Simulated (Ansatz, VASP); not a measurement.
Given: the input of a run of Ansatz 0.2.0 on Yb.

The input input.yaml:

```yaml
crystal:
  lattice:
    - [-2.151483, 2.151483, 2.151483]
    - [2.151483, -2.151483, 2.151483]
    - [2.151483, 2.151483, -2.151483]
  atoms:
    - { symbol: Yb, position: [0.0, 0.0, 0.0] }
kpoints:
  mp_grid: { grid: [9, 9, 9] }
scf:
  occupations: { method: fermi_dirac, width: 0.05 }
hamiltonian:
  xc: pbesol
  pseudopotentials: { kind: all_electron, lapw: { basis_error: 0.001 } }
output:
  forces: true
  stress: true
  eigenvalues: true
```

Potentials or basis: all-electron LAPW, scalar-relativistic.

Run with:

```bash
$ ansatz run input.yaml --threads 2 --pin off --max-ram 6144MiB --backend cpu --events-out ev --progress --plain --runs-dir out
```

Question: Set up the same calculation for VASP 6.6.1. Potentials there: VASP PAW PBE potentials, release 64 (Yb).

Answer: As run (the cutoff follows the program's own potentials):

The input INCAR:

```
  PREC = Accurate
  ENCUT = 520
  EDIFF = 1E-6
  ISMEAR = -1
  SIGMA = 0.05
  LREAL = F
  LASPH = T
  NELM = 60
  ALGO = Normal
  ISIF = 2
  LWAVE = F
  LCHARG = T
  GGA = PS
  LELF = T
  LVHAR = T
  NBANDS = 18
```

Contents of KPOINTS:

```
Automatic mesh
0
Gamma
  9 9 9
```

The input POSCAR:

```
Yb
1.0
   -2.1514830000      2.1514830000      2.1514830000
    2.1514830000     -2.1514830000      2.1514830000
    2.1514830000      2.1514830000     -2.1514830000
Yb
1
Direct
    0.0000000000      0.0000000000      0.0000000000
```

Potentials or basis: VASP PAW PBE potentials, release 64 (Yb).

The run is started by

```console
$ cat potpaw_PBE.64/Yb/POTCAR > POTCAR
$ mpirun -np 1 vasp_std > vasp.out
```

Both were run:

|  | VASP | Ansatz | Ansatz less VASP |
| --- | --- | --- | --- |
| gap on the k mesh at the Fermi level (eV) | none | none | - |
| pressure (GPa) | -2.6 | -3.4 | -0.85 |

VASP's potentials were made for PBE, not for PBEsol. A gap of «none» marks a metal or a gap that the smearing closes. Ansatz ran all-electron here, and VASP with PAW potentials.

Spin-orbit coupling is off throughout. Noted on Ansatz's run: the open f shell may have settled in a state that isn't the lowest.
